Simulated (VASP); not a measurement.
Set up this calculation in VASP 6.6.1, as the native input.

```yaml
Task: single point
Functional: PBE
Potentials_or_basis: VASP PAW PBE potentials, release 64 (Mg, Se)
Cutoff: 600 eV
k_mesh: 4 × 4 × 4
Occupations: gaussian, width 0.2 eV
Spin: no spin polarisation
Dipole_correction: no
Further_INCAR_settings: ALGO = Normal; EDIFF = 1e-06; NBANDS = 15
```

The structure of Mg4Se lies in POSCAR:

```
Mg4Se
1.0
   -3.8240284986      3.8240284986      2.2567178248
    3.8240284986     -3.8240284986      2.2567178248
    3.8240284986      3.8240284986     -2.2567178248
Mg Se
4 1
Direct
    0.9396296666      0.6399434289      0.7003137623
    0.9396296666      0.2393159043      0.2996862377
    0.6399434289      0.9396296666      0.7003137623
    0.2393159043      0.9396296666      0.2996862377
    0.2269210636      0.2269210636      0.0000000000
```

The cell was built from a structure type or drawn by symmetry, and may not be a known phase.

The input as run:

INCAR

```
SYSTEM = Mg4Se
ALGO = Normal
EDIFF = 1E-6
ENCUT = 600
GGA = PE
GGA_COMPAT = .FALSE.
ISIF = 2
ISMEAR = 0
LASPH = .TRUE.
LCHARG = .FALSE.
LREAL = .FALSE.
LWAVE = .FALSE.
NBANDS = 15
NELM = 120
PREC = Accurate
SIGMA = 0.2
```

KPOINTS

```
k-points
0
G
  4 4 4
  0 0 0
```

Potentials or basis: VASP PAW PBE potentials, release 64 (Mg, Se).

Command:

```bash
$ cat potpaw_PBE.64/Mg/POTCAR potpaw_PBE.64/Se/POTCAR > POTCAR
$ mpirun -np 1 vasp_std > vasp.out
```

Results of the run:

```
Pressure               : 0.3 GPa
Largest force          : 0.020 eV/Å
Band gap on the k mesh : zero (bands 7 and 8 overlap by 1.19 eV)
```

Caveat: the k points lie up to 0.40 Å⁻¹ apart, too coarse for converged energies and pressures of a metal.

Run time: 46 s on 1 thread of Intel(R) Xeon(R) Platinum 8488C (Sapphire Rapids) (shared host), peak memory 0.32 GiB.
